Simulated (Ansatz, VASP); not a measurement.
# One calculation of GaN, two programs

```xyz
4
Lattice="3.1831 0.0000 0.0000 -1.5915 2.7566 0.0000 0.0000 0.0000 5.1836" Properties=species:S:1:pos:R:3 pbc="T T T"
Ga    0.0000    1.8378    5.1790
Ga    1.5915    0.9189    2.5872
N     0.0000    2.0378    2.0485
N     1.5915    0.9189    4.5403
```

Alike in both runs: task single point; functional r2SCAN; k mesh 12 × 12 × 6; occupations gaussian, width 0.05 eV; no spin polarisation.

```csv
,VASP,Ansatz
version,VASP 6.6.1,Ansatz 0.2.0
potentials or method,"VASP PAW PBE potentials, release 64 (Ga_d, N), cutoff 520 eV","scalar-relativistic, plane waves, PAW"
valence electrons in the cell,36,36
```

|  | VASP | Ansatz | Ansatz less VASP |
| --- | --- | --- | --- |
| gap on the k mesh at the Fermi level (eV) | 2.23 | 2.23 | +0.003 |
| least direct gap on the mesh (eV) | 2.23 | 2.23 | +0.003 |
| pressure (GPa) | 5.1 | 4.1 | -1.04 |
| traceless stress, the component that is largest in VASP (GPa) | 13.89 | 13.62 | -0.272 |
| rms of the force components (eV/Å) | 2.076 | 2.055 | -0.0209 |

VASP's potentials were made for PBE, not for r2SCAN. Atom by atom the forces differ by 0.021 eV/Å (rms over components).
